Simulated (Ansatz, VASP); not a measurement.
## GaSb2 in VASP and in Ansatz

```
CELL_PARAMETERS angstrom
8.39262 0.00000 0.00000
0.00000 1.73697 2.69877
0.00000 -1.73697 2.69877
ATOMIC_POSITIONS crystal
Ga 0.00000 0.73110 0.73110
Sb 0.31577 0.13634 0.13634
Sb 0.68423 0.13634 0.13634
```

Change from the starting cell: the structure that the rattled cell fell into.

Alike in both runs: functional PBE; k mesh 2 × 6 × 6; occupations gaussian, width 0.1 eV; no spin polarisation.

Ansatz relaxed the structure, and its values are those at the end. VASP's run is a single point on that final structure, the one shown.

```csv
,VASP,Ansatz
version,VASP 6.6.1,Ansatz 0.2.0
potentials or method,"VASP PAW PBE potentials, release 64 (Ga_d, Sb), cutoff 520 eV","scalar-relativistic, plane waves, PAW"
valence electrons in the cell,23,43
```

|  | VASP | Ansatz | Ansatz less VASP |
| --- | --- | --- | --- |
| gap on the k mesh at the Fermi level (eV) | none | none | - |
| pressure (GPa) | -0.1 | -0.1 | +0.04 |
| rms of the force components (eV/Å) | 0.006 | 0.006 | -0.0003 |

A gap of «none» marks a metal or a gap that the smearing closes. VASP's potentials hold 23 valence electrons a cell and Ansatz's 43, so a difference there can come from the potentials and not from the codes.

The k mesh is coarse, so the values compare programs but aren't converged. Neither program's run includes spin-orbit coupling.
